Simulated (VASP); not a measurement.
# Ga (P6_3/mmc) in VASP: relaxation of cell and atoms with PBEsol

Aim: the relaxation of cell and atoms of Ga with PBEsol.

All numbers are computed with VASP 6.6.1; they aren't measurements. Logs are shortened: lines on timing, memory, paths and dates and some standing lists are left out, and cuts for length are marked.

## (1) The cell of the first run

It takes space group P6_3/mmc (No. 194, hexagonal). Conventional cell: a = 2.950 Å, b = 2.950 Å, c = 4.683 Å, α = 90.00°, β = 90.00°, γ = 120.00°. Ga (site symmetry -6m2) has 12 Ga at 2.90 to 2.95 Å within 3.8 Å.

This isn't the form of Ga at room conditions, which is orthorhombic.

## (2) Relaxation of cell and atoms, PBEsol

Input file INCAR:

```
SYSTEM = Ga
PREC = Accurate ; ENCUT = 600
EDIFF = 1E-7 ; ISMEAR = 0
SIGMA = 0.1 ; LREAL = .False.
LASPH = .True. ; NELM = 60
ALGO = Fast ; ISIF = 3
LWAVE = .False. ; LCHARG = .False.
GGA = PS ; IBRION = 2
NSW = 80 ; EDIFFG = -0.01
```

Input file KPOINTS:

```
regular mesh
0
Gamma
  18 18 10
  0 0 0
```

Input file POSCAR:

```
Ga
1.0
    2.9500874929      0.0000000000      0.0000000000
   -1.4750437464      2.5548507122      0.0000000000
    0.0000000000      0.0000000000      4.6830810484
Ga
2
Direct
    0.3333333333      0.6666666667      0.2500000000
    0.6666666667      0.3333333333      0.7500000000
```

Potentials or basis: VASP PAW PBE potentials, release 64 (Ga_d).

The run is started by

```console
$ cat potpaw_PBE.64/Ga_d/POTCAR > POTCAR
$ mpirun -np 1 vasp_std > vasp.out
```

OUTCAR:

```text
SYSTEM = Ga
   PREC = Accurate
   ENCUT = 600
   EDIFF = 1E-7
   ISMEAR = 0
   LREAL = .False.
   LASPH = .True.
   NELM = 60
   ISIF = 3
   GGA = PS
   IBRION = 2
   NSW = 80
   EDIFFG = -0.01

 ion  position               nearest neighbor table
   1  0.333  0.667  0.250-   2 2.90   2 2.90   2 2.90   2 2.90   2 2.90   2 2.90
   2  0.667  0.333  0.750-   1 2.90   1 2.90   1 2.90   1 2.90   1 2.90   1 2.90

  LATTYP: Found a hexagonal cell.
 ALAT       =     2.9500874929
 C/A-ratio  =     1.5874380199

  Lattice vectors:

 A1 = (   2.9500874929,   0.0000000000,   0.0000000000)
 A2 = (  -1.4750437464,   2.5548507122,   0.0000000000)
 A3 = (   0.0000000000,   0.0000000000,   4.6830810484)

Analysis of symmetry for initial positions (statically):
=====================================================================
 Subroutine PRICEL returns:
 Original cell was already a primitive cell.

 Routine SETGRP: Setting up the symmetry group for a
 hexagonal supercell.

 Subroutine GETGRP returns: Found 24 space group operations
 (whereof 12 operations were pure point group operations)
 out of a pool of 24 trial point group operations.

The static configuration has the point symmetry D_3d.
 The point group associated with its full space group is D_6h.

Analysis of symmetry for dynamics (positions and initial velocities):
=====================================================================
 Subroutine PRICEL returns:
 Original cell was already a primitive cell.

 Routine SETGRP: Setting up the symmetry group for a
 hexagonal supercell.

 Subroutine GETGRP returns: Found 24 space group operations
 (whereof 12 operations were pure point group operations)
 out of a pool of 24 trial point group operations.

The dynamic configuration has the point symmetry D_3d.
 The point group associated with its full space group is D_6h.

 Subroutine INISYM returns: Found 24 space group operations
 (whereof 12 operations are pure point group operations),
 and found     1 'primitive' translations

----------------------------------------------------------------------------------------

                                     Primitive cell

  volume of cell :      35.2965

  direct lattice vectors                    reciprocal lattice vectors
     2.950087493  0.000000000  0.000000000     0.338972997  0.195706151  0.000000000
    -1.475043746  2.554850712  0.000000000     0.000000000  0.391412303  0.000000000
     0.000000000  0.000000000  4.683081048     0.000000000  0.000000000  0.213534634

  length of vectors
[... 108 lines left out ...]
   LHFCALC =     F    Hartree Fock is set to
   AEXX    =    0.0000 exact exchange contribution
   IVDW    =     0    specifies the selected vdW correction
   LEPSILON=     F    determine dielectric tensor
   LRPA    =     F    only Hartree local field effects (RPA)
 conjugate gradient relaxation of ions
 non-spin polarized calculation
 RMM-DIIS sequential band-by-band and
 Gauss-broadening in eV      SIGMA  =   0.10
  energy-cutoff  :      600.00
  volume of cell :       35.30
 maximum number of plane-waves:      1194
 NGX is ok and might be reduce to    24
   NGX = 11   NGY = 11   NGZ = 19

--------------------------------------- Ionic step        1  -------------------------------------------

 number of electron      26.0000012 magnetization

 Free energy of the ion-electron system (eV)
  ---------------------------------------------------
  ext. energy  EPLUGINS =         0.00000000
  ---------------------------------------------------
  free energy    TOTEN  =        -6.64143257 eV

  energy without entropy =       -6.63742691  energy(sigma->0) =       -6.63942974

------------------------ aborting loop because EDIFF is reached ----------------------------------------

  FORCE on cell =-STRESS in cart. coord.  units (eV):
  Direction    XX          YY          ZZ          XY          YZ          ZX
  --------------------------------------------------------------------------------------
  -------------------------------------------------------------------------------------
  Total        0.0977199      0.0977199      0.2632958      0.0000000     -0.0000000     -0.0000000
  in kB        4.4356911      4.4356911     11.9514978      0.0000000     -0.0000000     -0.0000000
  external PRESSURE =       6.9409600 kB  Pullay stress =       0.0000000 kB
[... 89 lines left out ...]
  FREE ENERGIE OF THE ION-ELECTRON SYSTEM (eV)
  ---------------------------------------------------
  free  energy   TOTEN  =        -6.6426991218 eV

  energy  without entropy=       -6.6385043525  energy(sigma->0) =       -6.64060174

[... ionic steps 4 to 7 ...]

--------------------------------------- Ionic step        8  -------------------------------------------

 number of electron      26.0000016 magnetization

------------------------ aborting loop because EDIFF is reached ----------------------------------------
[... 67 lines left out ...]
--------------------------------------- Ionic step       10  -------------------------------------------

 number of electron      26.0000014 magnetization

 Free energy of the ion-electron system (eV)
  ---------------------------------------------------
  ext. energy  EPLUGINS =         0.00000000
  ---------------------------------------------------
  free energy    TOTEN  =        -6.64327212 eV

  energy without entropy =       -6.63863771  energy(sigma->0) =       -6.64095492

 E-fermi :   5.9517     XC(G=0): -11.4353

 val. band max:        5.9389036450   @ k =   0.2778   0.2222   0.0000
 cond. band min:       5.9919406987   @ k =   0.3889   0.0556   0.0000
 fundamental gap:      0.0530370538
 Fermi energy:         5.9516671957

 k-point     1 :       0.0000    0.0000    0.0000
  band No.  band energies     occupation
      1      -9.0493      2.00000
      2      -8.9446      2.00000
      3      -8.9310      2.00000
      4      -8.9310      2.00000
      5      -8.9037      2.00000
      6      -8.9037      2.00000
[... 457 lines left out ...]
      4      -8.9433      2.00000
      5      -8.8513      2.00000
      6      -8.8415      2.00000
[... 9 lines left out ...]
     16       8.9347      0.00000
     17       9.9485      0.00000

 [... further k-points ...]

------------------------ aborting loop because EDIFF is reached ----------------------------------------

  FORCE on cell =-STRESS in cart. coord.  units (eV):
  Direction    XX          YY          ZZ          XY          YZ          ZX
  --------------------------------------------------------------------------------------
  -------------------------------------------------------------------------------------
  Total       -0.0058185     -0.0058185     -0.0036665     -0.0000000     -0.0000000      0.0000000
  in kB       -0.2612571     -0.2612571     -0.1646315     -0.0000000     -0.0000000      0.0000000
  external PRESSURE =      -0.2290485 kB  Pullay stress =       0.0000000 kB
[... 17 lines left out ...]
  FREE ENERGIE OF THE ION-ELECTRON SYSTEM (eV)
  ---------------------------------------------------
  free  energy   TOTEN  =        -6.6432721246 eV

  energy  without entropy=       -6.6386377148  energy(sigma->0) =       -6.64095492

 reached required accuracy - stopping structural energy minimisation
```

OSZICAR:

```text
N       E                     dE             d eps       ncg     rms          rms(c)
DAV:   1     0.115716949090E+03    0.11572E+03   -0.15116E+04  7812   0.321E+03
DAV:   2     0.508817270853E+00   -0.11521E+03   -0.11390E+03  8052   0.385E+02
DAV:   3    -0.663493471619E+01   -0.71438E+01   -0.70842E+01  8645   0.919E+01
[... 89 lines left out ...]
RMM:   4    -0.664326801738E+01   -0.16596E-04   -0.53617E-04  8873   0.259E-01    0.160E-02
RMM:   5    -0.664327144827E+01   -0.34309E-05   -0.75749E-05  9085   0.971E-02    0.353E-03
RMM:   6    -0.664327183301E+01   -0.38474E-06   -0.11420E-05  9154   0.438E-02    0.468E-04
RMM:   7    -0.664327210183E+01   -0.26882E-06   -0.27335E-06  9283   0.185E-02    0.507E-04
RMM:   8    -0.664327212463E+01   -0.22803E-07   -0.39198E-07  5950   0.792E-03
  10 F= -.66432721E+01 E0= -.66409549E+01  d E =-.571470E-03
```

CONTCAR:

```text
Ga
   1.00000000000000
     2.9436197279715923   -0.0000000000001291   -0.0000000000000000
    -1.4718098639360182    2.5492494634666136    0.0000000000000000
    -0.0000000000000001   -0.0000000000000000    4.7551159086956512
  Ga
     2
Direct
     0.3333333332999970    0.6666666667000030    0.2500000000000000
     0.6666666667000030    0.3333333332999970    0.7500000000000000

  0.00000000E+00  0.00000000E+00  0.00000000E+00
  0.00000000E+00  0.00000000E+00  0.00000000E+00
```

Run time: 4.8 min. Hardware: 1 thread of Intel Xeon 6975P-C (Granite Rapids), shared host; peak memory 0.27 GiB.

What came out:

- Free energy: -6.6433 eV
- Relaxed volume: 17.84 Å³/atom
- Relaxed cell: a = 2.944 Å, b = 2.944 Å, c = 4.755 Å, α = 90.00°, β = 90.00°, γ = 120.00°
- Space group after relaxing (to 0.1 Å): P6_3/mmc (No. 194)
- Energy gained by relaxing: 0.9 meV/atom
- Ionic steps: 10
- Pressure after relaxing: 0.0 GPa
- Band gap on the k mesh: zero (bands 13 and 14 overlap by 7.98 eV)

The path:
```csv
step,energy change (eV),largest force (eV/Å),pressure (GPa),volume (Å³)
1,0.0000,0.0000,0.69,35.30
2,-0.0012,0.0000,-0.01,35.69
3,-0.0013,0.0000,-0.01,35.74
4,-0.0012,0.0000,-0.27,35.86
5,-0.0013,0.0000,-0.14,35.79
6,-0.0013,0.0000,-0.12,35.78
7,-0.0015,0.0000,-0.11,35.75
8,-0.0018,0.0000,-0.07,35.71
9,-0.0015,0.0000,0.05,35.62
10,-0.0018,0.0000,-0.02,35.68
```

Final structure:
```yaml
crystal:
  lattice:
    - [2.94362, 0.00000, 0.00000]
    - [-1.47181, 2.54925, 0.00000]
    - [0.00000, 0.00000, 4.75512]
  atoms:
    - { symbol: Ga, position: [0.33333, 0.66667, 0.25000] }
    - { symbol: Ga, position: [0.66667, 0.33333, 0.75000] }
```

Levels at points of the mesh, in eV from the Fermi level:
| k point | band 11 | band 12 | band 13 | band 14 | band 15 | band 16 |
| --- | --- | --- | --- | --- | --- | --- |
| (0.00, 0.00, 0.00) | -11.51 | -4.88 | -4.22 | 9.95 | 9.95 | 12.00 |
| (0.50, 0.00, 0.00) | -5.82 | -5.12 | 0.68 | 0.72 | 1.00 | 3.18 |
| (0.00, 0.00, 0.50) | -9.79 | -9.79 | 3.95 | 3.95 | 11.23 | 11.23 |
| (0.50, 0.00, 0.50) | -4.18 | -4.18 | -3.34 | -3.34 | 6.76 | 6.76 |

Caveat: the PAW data sets were made with another functional, which shifts forces and pressure a little. Zero-point motion and thermal expansion aren't in these numbers.
